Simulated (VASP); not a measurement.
A run of VASP 6.6.1 is set up as follows.

Contents of INCAR:

```
SYSTEM = RuW7S16
PREC     = Accurate       ! precision mode
ENCUT    = 520            ! plane-wave cutoff, eV
EDIFF    = 1E-6           ! SCF threshold, eV
ISMEAR   = 0              ! smearing method
SIGMA    = 0.05           ! smearing width, eV
LREAL    = Auto         
LASPH    = .True.         ! aspherical terms in the spheres
NELM     = 150            ! most SCF steps
ALGO     = Normal         ! electronic algorithm
ISIF     = 2              ! what is computed and relaxed
LWAVE    = .False.        ! write WAVECAR
LCHARG   = .False.        ! write CHGCAR
ISPIN    = 2              ! spin polarisation
MAGMOM   = 0 0 0 0 0 0 0 0 0 0 0 0 0 0 0 0 0 0 0 0 0 0 0 0 ! initial moments
LORBIT   = 11             ! projections on sites
LMAXMIX  = 4              ! l up to which the mixer works
LDAU     = .True.         ! DFT+U
LDAUTYPE = 2            
LDAUL    = 2 -1 -1        ! shell
LDAUU    = 2 0 0          ! U, eV
LDAUJ    = 0 0 0        
LDAUPRINT= 1            
GGA      = PS             ! functional
NBANDS   = 126            ! bands
LUSENCCL = .False.
```

File KPOINTS:

```
regular mesh
0
Gamma
  3 3 2
  0 0 0
```

Contents of POSCAR:

```
RuW7S16
1.0
    6.3064000000      0.0000000000      0.0000000000
   -3.1532000000      5.4615026000      0.0000000000
    0.0000000000      0.0000000000     12.3230000000
Ru W S
1 7 16
Direct
    0.1919375485      0.3812914823      0.2503727827
    0.1609918993      0.8176699247      0.2503426283
    0.6625197763      0.3216963756      0.2503432791
    0.6595185057      0.8174499737      0.2503463566
    0.3349836138      0.1672688404      0.7503563673
    0.3351423891      0.6672997351      0.7503561173
    0.8352751760      0.1672657648      0.7503561708
    0.8348162654      0.6666436942      0.7503555380
    0.1685397175      0.3340871035      0.6234789236
    0.1682348090      0.8340369164      0.6234718005
    0.6680771818      0.3331594399      0.6232837412
    0.6687838206      0.8340294753      0.6234715965
    0.3165817562      0.1660269149      0.1298375248
    0.3425980897      0.6823218762      0.1172837775
    0.8523157259      0.1656899040      0.1297936517
    0.8258654951      0.6486384353      0.1240156669
    0.1685390626      0.3340873518      0.8772335502
    0.1682344697      0.8340353127      0.8772407256
    0.6680785522      0.3331612603      0.8774282561
    0.6687827942      0.8340291830      0.8772401603
    0.3166061732      0.1660254562      0.3708605871
    0.3426547125      0.6824474654      0.3834340133
    0.8522750799      0.1656869564      0.3709130625
    0.8258680481      0.6486343243      0.3766657796
```

Potentials or basis: VASP PAW PBE potentials, release 64 (Ru_pv, W_sv, S).

Launch:

```bash
$ cat potpaw_PBE.64/Ru_pv/POTCAR potpaw_PBE.64/W_sv/POTCAR potpaw_PBE.64/S/POTCAR > POTCAR
$ mpirun -np 1 vasp_std > vasp.out
```

What does it give for the band gap on the k mesh?

0.42 eV (least direct gap 0.67 eV).

What does it give for the net moment?

0.00 μB per cell.

Predict the pressure.

0.5 GPa.

Forces in eV/Å, atoms in the order of the input:
```
Ru   0.012  0.021 -0.003
W   -0.006  0.000  0.001
W   -0.014  0.023  0.000
W    0.007 -0.001  0.001
W    0.000  0.000 -0.001
W   -0.001  0.000  0.000
W   -0.002  0.000  0.000
W   -0.001 -0.001  0.000
S    0.000  0.000 -0.023
S    0.000  0.000 -0.023
S    0.000 -0.001 -0.023
S   -0.001  0.000 -0.024
S   -0.015  0.012 -0.014
S    0.001 -0.047 -0.014
S    0.016  0.016 -0.012
S    0.002  0.001 -0.019
S    0.001  0.000  0.022
S    0.002  0.001  0.023
S    0.001 -0.001  0.024
S    0.001  0.000  0.024
S   -0.016  0.011  0.015
S    0.000 -0.051  0.013
S    0.015  0.015  0.014
S    0.001  0.003  0.019
```

Caveat: the PAW data sets were made with another functional, which shifts forces and pressure a little; spin-orbit coupling is left out, which moves the levels of the heavy elements. A k mesh can miss the band edges.
